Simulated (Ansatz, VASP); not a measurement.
**SiC in VASP and in Ansatz**

```
Si C
1.0
     3.05536    0.00000    0.00000
    -1.52768    2.64602    0.00000
     0.00000    0.00000    5.01412
Si C
2 2
Direct
  0.66667 0.33333 0.50000
  0.33333 0.66667 0.00000
  0.66667 0.33333 0.88500
  0.33333 0.66667 0.38500
```

Alike in both runs: task single point; functional b88 exchange, pbe correlation; k mesh 10 × 10 × 5; occupations fermi-dirac, width 0.05 eV; no spin polarisation.

|  | VASP | Ansatz |
| --- | --- | --- |
| version | VASP 6.6.1 | Ansatz 0.2.0 |
| potentials or method | VASP PAW PBE potentials, release 64 (Si, C) | Ansatz PAW |
| plane-wave cutoff (eV) | 600 | 420 |
| valence electrons in the cell | 16 | 16 |

VASP gave:

| Property | Result |
| --- | --- |
| gap on the k mesh at the Fermi level (eV) | 2.45 |
| least direct gap on the mesh (eV) | 4.12 |
| pressure (GPa) | 8.4 |
| traceless stress, the component that is largest in VASP (GPa) | -3.74 |
| rms of the force components (eV/Å) | 0.454 |

**Question.** What did Ansatz give for the same quantities?

**Answer.** gap on the k mesh at the Fermi level (eV): 2.46; least direct gap on the mesh (eV): 4.13; pressure (GPa): 8.6; traceless stress, the component that is largest in VASP (GPa): -3.76; rms of the force components (eV/Å): 0.454.

VASP's potentials were made for PBE, not for b88 exchange, pbe correlation. Atom by atom the forces differ by 0.000 eV/Å (rms over components).

Noted on Ansatz's run: odd divisions of the mesh miss points on the zone boundary, where band edges often lie, so the gap on the mesh can be too wide.
